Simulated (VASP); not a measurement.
Write the native input for VASP 6.6.1 that does the following.

```yaml
Task: relaxation of cell and atoms
Functional: PBEsol
Potentials_or_basis: VASP PAW PBE potentials, release 64 (Pb_d, O)
Cutoff: 600 eV
k_mesh: 8 × 8 × 6
Occupations: fermi-dirac, width 0.02 eV
Spin: no spin polarisation
Dipole_correction: no
Further_INCAR_settings: ALGO = Normal; EDIFF = 1e-06; IBRION = 2; EDIFFG = -0.01; NSW = 80; ISIF = 3
```

The structure of PbO lies in POSCAR:

```
PbO
1.0
    3.9900000000      0.0000000000      0.0000000000
    0.0000000000      3.9900000000      0.0000000000
    0.0000000000      0.0000000000      5.0100000000
Pb O
2 2
Direct
    0.0000000000      0.5000000000      0.2400000000
    0.5000000000      0.0000000000      0.7600000000
    0.0000000000      0.0000000000      0.0000000000
    0.5000000000      0.5000000000      0.0000000000
```

One way to write it, as run:

INCAR

```
SYSTEM = PbO
ALGO = Normal
EDIFF = 1E-6
EDIFFG = -0.01
ENCUT = 600
GGA = PS
IBRION = 2
ISIF = 3
ISMEAR = -1
LASPH = .TRUE.
LCHARG = .FALSE.
LREAL = .FALSE.
LWAVE = .FALSE.
NELM = 80
NSW = 80
PREC = Accurate
SIGMA = 0.02
```

KPOINTS

```
k-points
0
G
  8 8 6
  0 0 0
```

Potentials or basis: VASP PAW PBE potentials, release 64 (Pb_d, O).

The run is started by

```bash
$ cat potpaw_PBE.64/Pb_d/POTCAR potpaw_PBE.64/O/POTCAR > POTCAR
$ mpirun -np 1 vasp_std > vasp.out
```

It gave:

- Relaxed volume: 20.08 Å³/atom
- Relaxed cell: a = 3.988 Å, b = 3.988 Å, c = 5.049 Å, α = 90.00°, β = 90.00°, γ = 90.00°
- Space group after relaxing (to 0.1 Å): P4/nmm (No. 129)
- Energy gained by relaxing: 1.4 meV/atom
- Ionic steps: 14
- Pressure after relaxing: 0.0 GPa
- Band gap on the k mesh: 1.20 eV (least direct gap 2.22 eV)

Caveat: the PAW data sets were made with another functional, which shifts forces and pressure a little; spin-orbit coupling is left out, which moves the levels of the heavy elements.

Run time: 6.2 min on 1 thread of Intel(R) Xeon(R) 6975P-C (Granite Rapids), with other jobs on the host, peak memory 0.28 GiB.
